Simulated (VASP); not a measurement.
Wanted: the native input for a VASP 6.6.1 run.

| Property | Result |
| --- | --- |
| Task | single point |
| Functional | BLYP |
| Potentials or basis | VASP PAW PBE potentials, release 64 (Be) |
| Cutoff | 520 eV |
| k mesh | 12 × 12 × 13 |
| Occupations | fermi-dirac, width 0.05 eV |
| Spin | no spin polarisation |
| Dipole correction | no |
| Further INCAR settings | ALGO = Fast; EDIFF = 1e-06; NBANDS = 7 |

The structure of Be lies in POSCAR:

```
Be
1.0
    2.2327400000      0.0000000000      0.0000000000
    0.0000000000      2.2327400000      0.0000000000
    0.0000000000      0.0000000000      2.0656500000
Be
1
Direct
    0.5000000000      0.5000000000      0.0000000000
```

These files were run (other wordings do the same):

INCAR

```
SYSTEM = Be
  PREC = Accurate
  ENCUT = 520
  EDIFF = 1E-6
  ISMEAR = -1
  SIGMA = 0.05
  LREAL = .FALSE.
  LASPH = .TRUE.
  NELM = 80
  ALGO = Fast
  ISIF = 2
  LWAVE = .FALSE.
  LCHARG = .TRUE.
  GGA = B5
  ALDAX = 1.0
  AGGAX = 1.0
  AGGAC = 1.0
  ALDAC = 0.0
  LELF = .TRUE.
  LVHAR = .TRUE.
  NBANDS = 7
```

KPOINTS

```
regular mesh
0
G
  12 12 13
  0 0 0
```

Potentials or basis: VASP PAW PBE potentials, release 64 (Be).

The run is started by

```sh
$ cat potpaw_PBE.64/Be/POTCAR > POTCAR
$ mpirun -np 1 vasp_std > vasp.out
```

Results of the run:

```yaml
Pressure: 1.9 GPa
Band_gap_on_the_k_mesh: zero (band 1 reaches 9.58 eV, above the bottom of band 2 at 2.85 eV)
```

Caveat: the PAW data sets were made with another functional, which shifts forces and pressure a little.

It took 15 s on 1 thread of Intel Xeon 8259CL, with other jobs on the host, peak memory 0.12 GiB.
